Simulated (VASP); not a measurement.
# SmHf2H in VASP: a series of runs, part 2 of 2

VASP 6.6.1.

### Step 3. Single point, PBE

This run uses another cell than the first one, of the same volume but with other edges.

INCAR

```
SYSTEM = SmHf2H
ALGO = Normal
EDIFF = 1E-6
ENCUT = 500
GGA = PE
GGA_COMPAT = .FALSE.
ISIF = 2
ISMEAR = 0
LASPH = .TRUE.
LCHARG = .TRUE.
LELF = .TRUE.
LMAXMIX = 6
LREAL = .FALSE.
LVHAR = .TRUE.
LWAVE = .FALSE.
NBANDS = 24
NELM = 200
PREC = Accurate
SIGMA = 0.2
```

KPOINTS

```
k-points
0
G
  5 5 6
  0 0 0
```

POSCAR

```
SmHf2H
1.0
    2.7564924622     -5.4934606376     -0.0339075065
    2.7564924622      5.4934606376     -0.0339075065
   -2.0130241686      0.0000000000      2.6895511751
Sm Hf H
1 2 1
Direct
    0.5000000000      0.5000000000      0.0000000000
    0.1931128669      0.8068871331      0.0000000000
    0.8068871331      0.1931128669      0.0000000000
    0.0000000000      0.0000000000      0.0000000000
```

Potentials or basis: VASP PAW PBE potentials, release 64 (Sm_3, Hf_pv, H), 4f in core.

On the command line:

```
cat potpaw_PBE.64/Sm_3/POTCAR potpaw_PBE.64/Hf_pv/POTCAR potpaw_PBE.64/H/POTCAR > POTCAR
mpirun -np 1 vasp_std > vasp.out
```

OUTCAR:

```text
SYSTEM = SmHf2H
   EDIFF = 1E-6
   ENCUT = 500
   GGA = PE
   ISIF = 2
   ISMEAR = 0
   LASPH = .TRUE.
   LREAL = .FALSE.
   NELM = 200
   PREC = Accurate

 ion  position               nearest neighbor table
   1  0.500  0.500  0.000-   2 3.37   3 3.37   2 3.48   3 3.48   2 3.48   3 3.48   3 3.48   2 3.48
                             2 3.48   3 3.48
   2  0.193  0.807  0.000-   4 2.12   3 3.03   3 3.03   3 3.03   3 3.03   1 3.37   1 3.48   1 3.48
                             1 3.48   1 3.48
   3  0.807  0.193  0.000-   4 2.12   2 3.03   2 3.03   2 3.03   2 3.03   1 3.37   1 3.48   1 3.48
                             1 3.48   1 3.48
   4  0.000  0.000  0.000-   2 2.12   3 2.12

  LATTYP: Found a base centered monoclinic cell.
 ALAT       =     5.5134020035
 B/A-ratio  =     1.9927662210
 C/A-ratio  =     0.6093256162
 COS(beta)  =    -0.6090131244

  Lattice vectors:

 A1 = (   2.7564924622,  -5.4934606376,  -0.0339075065)
 A2 = (   2.7564924622,   5.4934606376,  -0.0339075065)
 A3 = (  -2.0130241686,   0.0000000000,   2.6895511751)

Analysis of symmetry for initial positions (statically):
=====================================================================
 Subroutine PRICEL returns:
 Original cell was already a primitive cell.

 Routine SETGRP: Setting up the symmetry group for a
 base centered monoclinic supercell.

 Subroutine GETGRP returns: Found  4 space group operations
 (whereof  4 operations were pure point group operations)
 out of a pool of  4 trial point group operations.

The static configuration has the point symmetry C_2h.

Analysis of symmetry for dynamics (positions and initial velocities):
=====================================================================
 Subroutine PRICEL returns:
 Original cell was already a primitive cell.

 Routine SETGRP: Setting up the symmetry group for a
 base centered monoclinic supercell.

 Subroutine GETGRP returns: Found  4 space group operations
 (whereof  4 operations were pure point group operations)
 out of a pool of  4 trial point group operations.

The dynamic configuration has the point symmetry C_2h.

 Subroutine INISYM returns: Found  4 space group operations
 (whereof  4 operations are pure point group operations),
 and found     1 'primitive' translations

----------------------------------------------------------------------------------------

                                     Primitive cell

  volume of cell :      80.7041

  direct lattice vectors                    reciprocal lattice vectors
     2.756492462 -5.493460638 -0.033907506     0.183075477 -0.091017308  0.137024855
     2.756492462  5.493460638 -0.033907506     0.183075477  0.091017308  0.137024855
    -2.013024169  0.000000000  2.689551175     0.004616111  0.000000000  0.375264227

  length of vectors
     6.146341204  6.146341204  3.359457073     0.246123122  0.246123122  0.375292617

  position of ions in fractional coordinates (direct lattice)
     0.500000000  0.500000000  0.000000000
     0.193112867  0.806887133  0.000000000
     0.806887133  0.193112867  0.000000000
     0.000000000  0.000000000  0.000000000

  ion indices of the primitive-cell ions
   primitive index   ion index
                 1           1
                 2           2
                 3           3
                 4           4
[... 26 lines left out ...]

 Following reciprocal coordinates:
            Coordinates               Weight
  0.000000  0.000000  0.000000      1.000000
  0.200000 -0.000000  0.000000      4.000000
  0.400000 -0.000000  0.000000      4.000000
  0.200000  0.200000  0.000000      2.000000
  0.400000  0.200000  0.000000      4.000000
 -0.400000  0.200000 -0.000000      4.000000
[... 16 lines left out ...]
 -0.200000 -0.400000  0.166667      4.000000
 -0.200000 -0.200000  0.166667      2.000000
 [... further k-points ...]
   k-points           NKPTS =     48   k-points in BZ     NKDIM =     48   number of bands    NBANDS=     24
   number of dos      NEDOS =    301   number of ions     NIONS =      4
   total plane-waves  NPLWV =  64512
   dimension x,y,z NGX =    48 NGY =   48 NGZ =   28
   dimension x,y,z NGXF=    96 NGYF=   96 NGZF=   56
   ions per type =               1   2   1
   NGX,Y,Z   is equivalent  to a cutoff of  12.98, 12.98, 13.86 a.u.
   NGXF,Y,Z  is equivalent  to a cutoff of  25.97, 25.97, 27.71 a.u.
 SYSTEM =  SmHf2H
   PREC   = accura    normal or accurate (medium, high low for compatibility)
   ISTART =      0    job   : 0-new  1-cont  2-samecut
   ICHARG =      2    charge: 1-file 2-atom 10-const
   ISPIN  =      1    spin polarized calculation?
   LNONCOLLINEAR =      F non collinear calculations
   LSORBIT =      F    spin-orbit coupling
   LASPH  =      T    aspherical Exc in radial PAW
   ENCUT  =  500.0 eV  36.75 Ry    6.06 a.u.  11.21 11.21  6.13*2*pi/ulx,y,z
   NELM   =    200;   NELMIN=  2; NELMDL= -5     # of ELM steps
   EDIFF  = 0.1E-05   stopping-criterion for ELM
   LREAL  =      F    real-space projection
   EDIFFG = 0.1E-04   stopping-criterion for IOM
   NSW    =      0    number of steps for IOM
   IBRION =     -1    ionic relax: 0-MD 1-quasi-New 2-CG
   NFREE  =      0    steps in history (QN), initial steepest desc. (CG)
   ISIF   =      2    stress and relaxation
   ISYM   =      2    0-nonsym 1-usesym 2-fastsym
   POTIM  = 0.5000    time-step for ionic-motion
   TEBEG  =    0.0;   TEEND  =   0.0 temperature during run
   PSTRESS=    0.0 pullay stress
   NELECT =      32.0000    total number of electrons
   NUPDOWN=      -1.0000    fix difference up-down
   EMIN   =  10.00;   EMAX   =-10.00  energy-range for DOS
   EFERMI =   0.00;   METHOD = LEGACY
   ISMEAR =     0;   SIGMA  =   0.20  broadening in eV -4-tet -1-fermi 0-gaus
   EFERMI_NEDOS =   21; number of points for ismear=-14 and -15
   IALGO  =     38    algorithm
   IMIX   =      4    mixing-type and parameters
     AMIX     =   0.40;   BMIX     =  1.00
     AMIX_MAG =   1.60;   BMIX_MAG =  1.00
  volume/ion in A,a.u.               =      20.18       136.15
  Fermi-wavevector in a.u.,A,eV,Ry     =   1.202706  2.272785 19.680862  1.446503
  Thomas-Fermi vector in A             =   2.338480
   LORBIT       =      0    0 simple, 1 ext, 2 COOP (PROOUT), +10 PAW based schemes
   GGA     = PE    functional components
   LHFCALC =     F    Hartree Fock is set to
   AEXX    =    0.0000 exact exchange contribution
   IVDW    =     0    specifies the selected vdW correction
   LEPSILON=     F    determine dielectric tensor
   LRPA    =     F    only Hartree local field effects (RPA)
 non-spin polarized calculation
 Gauss-broadening in eV      SIGMA  =   0.20
  energy-cutoff  :      500.00
  volume of cell :       80.70
 maximum number of plane-waves:      2061
 NGX is ok and might be reduce to    48

 number of electron      32.0000001 magnetization

 Free energy of the ion-electron system (eV)
  ---------------------------------------------------
  ext. energy  EPLUGINS =         0.00000000
  ---------------------------------------------------
  free energy    TOTEN  =       -27.79714953 eV

  energy without entropy =      -27.70895263  energy(sigma->0) =      -27.75305108

 E-fermi :   4.0734     XC(G=0): -10.6894

 val. band max:        4.0684229146   @ k =  -0.2000  -0.2000   0.1667
 cond. band min:       4.1027435915   @ k =  -0.2000   0.2000   0.1667
 fundamental gap:      0.0343206769
 Fermi energy:         4.0733956293

 k-point     1 :       0.0000    0.0000    0.0000
  band No.  band energies     occupation
      1     -36.8385      2.00000
      2     -26.7784      2.00000
      3     -26.6824      2.00000
      4     -26.5726      2.00000
      5     -26.4869      2.00000
      6     -26.1989      2.00000
[... 637 lines left out ...]
     23       7.0862      0.00000
     24       7.8349      0.00000

 [... further k-points ...]

------------------------ aborting loop because EDIFF is reached ----------------------------------------

  FORCE on cell =-STRESS in cart. coord.  units (eV):
  Direction    XX          YY          ZZ          XY          YZ          ZX
  --------------------------------------------------------------------------------------
  -------------------------------------------------------------------------------------
  Total       -0.0301480      0.3878474      0.0270313      0.0000000      0.0000000     -0.0879175
  in kB       -0.5985136      7.6997353      0.5366377      0.0000000      0.0000000     -1.7453816
  external PRESSURE =       2.5459531 kB  Pullay stress =       0.0000000 kB

 VOLUME and BASIS-vectors are now :
 -----------------------------------------------------------------------------
  energy-cutoff  :      500.00
  volume of cell :       80.70
      direct lattice vectors                 reciprocal lattice vectors
     2.756492462 -5.493460638 -0.033907506     0.183075477 -0.091017308  0.137024855
     2.756492462  5.493460638 -0.033907506     0.183075477  0.091017308  0.137024855
    -2.013024169  0.000000000  2.689551175     0.004616111  0.000000000  0.375264227

 POSITION                                       TOTAL-FORCE (eV/Angst)
 -----------------------------------------------------------------------------------
      2.75649      0.00000     -0.03391        -0.000000      0.000000     -0.000000
      2.75649      3.37174     -0.03391        -0.000000     -0.099876      0.000000
      2.75649     -3.37174     -0.03391         0.000000      0.099876      0.000000
      0.00000      0.00000      0.00000        -0.000000      0.000000     -0.000000
 -----------------------------------------------------------------------------------
    total drift:                               -0.000000      0.000000      0.000000

  FREE ENERGIE OF THE ION-ELECTRON SYSTEM (eV)
  ---------------------------------------------------
  free  energy   TOTEN  =       -27.7971495341 eV

  energy  without entropy=      -27.7089526349  energy(sigma->0) =      -27.75305108
```

OSZICAR:

```text
N       E                     dE             d eps       ncg     rms          rms(c)
DAV:   1     0.164893084641E+03    0.16489E+03   -0.15946E+04  2312   0.120E+03
DAV:   2    -0.232317118991E+02   -0.18812E+03   -0.18025E+03  2736   0.315E+02
DAV:   3    -0.289584815407E+02   -0.57268E+01   -0.55026E+01  3120   0.432E+01
DAV:   4    -0.290481877129E+02   -0.89706E-01   -0.89480E-01  2720   0.569E+00
DAV:   5    -0.290504366333E+02   -0.22489E-02   -0.22481E-02  3184   0.741E-01    0.561E+01
DAV:   6    -0.281505790373E+02    0.89986E+00   -0.27251E+00  2936   0.637E+00    0.395E+01
DAV:   7    -0.285586279967E+02   -0.40805E+00   -0.43287E+00  3032   0.892E+00    0.998E+00
DAV:   8    -0.277989626674E+02    0.75967E+00   -0.19285E+00  3176   0.534E+00    0.172E+00
DAV:   9    -0.277972753958E+02    0.16873E-02   -0.11121E-01  2712   0.158E+00    0.984E-01
DAV:  10    -0.277974563502E+02   -0.18095E-03   -0.56194E-03  3104   0.386E-01    0.474E-01
DAV:  11    -0.277971891553E+02    0.26719E-03   -0.12866E-03  3168   0.187E-01    0.398E-01
DAV:  12    -0.277971534742E+02    0.35681E-04   -0.11685E-04  2824   0.550E-02    0.198E-01
DAV:  13    -0.277971515750E+02    0.18993E-05   -0.10987E-05  3168   0.180E-02    0.876E-02
DAV:  14    -0.277971492226E+02    0.23524E-05   -0.77874E-06  3008   0.132E-02    0.115E-02
DAV:  15    -0.277971495341E+02   -0.31152E-06   -0.44439E-07  1824   0.405E-03
   1 F= -.27797150E+02 E0= -.27753051E+02  d E =-.881969E-01
```

stdout:

```text
POSCAR found type information on POSCAR SmHfH
 POSCAR found :  3 types and       4 ions
 scaLAPACK will be used
 LDA part: xc-table for (Slater+PW92), standard interpolation
 POSCAR, INCAR and KPOINTS ok, starting setup
 FFT: planning ... GRIDC
 FFT: planning ... GRID_SOFT
 FFT: planning ... GRID
 WAVECAR not read
 entering main loop
```

Wall time 60 s (1 thread of Intel Xeon 6975P-C (Granite Rapids), shared host); peak memory 0.29 GiB.

What came out:

```yaml
Free_energy: -27.7971 eV
Pressure: 0.3 GPa
Largest_force: 0.100 eV/Å
Band_gap_on_the_k_mesh: zero (bands 16 and 17 overlap by 1.21 eV)
```

Forces on the atoms (eV/Å):
```
Sm   0.000  0.000  0.000
Hf   0.000 -0.100  0.000
Hf   0.000  0.100  0.000
H    0.000  0.000  0.000
```

Levels at points of the mesh, in eV from the Fermi level:
```csv
k point,band 12,band 13,band 14,band 15,band 16,band 17,band 18,band 19,band 20,band 21
"(0.00, 0.00, 0.00)",-4.22,-2.00,-0.81,-0.81,0.77,0.97,1.08,1.31,1.70,2.11
"(0.00, 0.00, 0.50)",-1.97,-1.60,-1.53,-0.61,-0.33,0.44,0.61,1.19,1.46,2.32
```

Caveat: spin-orbit coupling is left out, which moves the levels of the heavy elements; the 4f electrons are frozen in the core, so they carry no moment and show no levels. Spin polarisation is off, so any magnetic state and its effect on volume and gap are missing.
